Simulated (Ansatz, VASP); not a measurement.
BN in VASP and in Ansatz

```
B N
1.0
     0.00000    1.80442    1.80442
     1.80442    0.00000    1.80442
     1.80442    1.80442    0.00000
B N
1 1
Direct
  0.00000 0.00000 0.00000
  0.25000 0.25000 0.25000
```

Change from the starting cell: strained cell.

Alike in both runs: functional LDA; k mesh 12 × 12 × 12; occupations gaussian, width 0.02 eV; no spin polarisation.

Ansatz relaxed the structure, and its values are those at the end. VASP's run is a single point on that final structure, the one shown.

|  | VASP | Ansatz |
| --- | --- | --- |
| version | VASP 6.6.1 | Ansatz 0.2.0 |
| potentials or method | VASP PAW LDA potentials, release 64 (B, N), cutoff 520 eV | scalar-relativistic, plane waves, PAW |
| valence electrons in the cell | 8 | 8 |

|  | VASP | Ansatz | Ansatz less VASP |
| --- | --- | --- | --- |
| gap on the k mesh at the Fermi level (eV) | 4.35 | 4.36 | +0.013 |
| least direct gap on the mesh (eV) | 8.71 | 8.72 | +0.008 |
| pressure (GPa) | -8.2 | -9.3 | -1.10 |

Ansatz warns that its potentials were made for another functional, while VASP's fit it. LDA's correlation is that of Perdew and Zunger in VASP and of Perdew and Wang (1992) in Ansatz. Ansatz's warnings: stress scf threshold loose.
